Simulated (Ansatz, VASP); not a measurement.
C in VASP and in Ansatz

```xyz
6
Lattice="2.1104 -2.5896 0.0000 2.1104 2.5896 0.0000 0.0000 0.0000 3.0135" Properties=species:S:1:pos:R:3 pbc="T T T"
C     2.1104   -0.5386    0.9347
C     2.1104   -2.0510    0.9347
C     2.1104    0.5386    2.0787
C     2.1104    2.0510    2.0787
C     3.1656    0.0000    0.0000
C     1.0552    0.0000    0.0000
```

Alike in both runs: task relaxation of cell and atoms; functional PBE; k mesh 6 × 6 × 6; occupations gaussian, width 0.1 eV; no spin polarisation.

```csv
,VASP,Ansatz
version,VASP 6.6.1,Ansatz 0.2.0
potentials or method,"VASP PAW PBE potentials, release 64 (C), cutoff 600 eV","scalar-relativistic, plane waves, PAW"
valence electrons in the cell,24,24
```

VASP gave:

| Item | Value |
| --- | --- |
| gap on the k mesh at the Fermi level, each at its own relaxed structure (eV) | 1.15 |
| relaxed volume (Å³/atom) | 6.16 |
| relaxed cell length with the largest relative difference (Å) | 3.017 |

Which values does Ansatz return?

gap on the k mesh at the Fermi level, each at its own relaxed structure (eV): 1.16; relaxed volume (Å³/atom): 6.15; relaxed cell length with the largest relative difference (Å): 3.018.
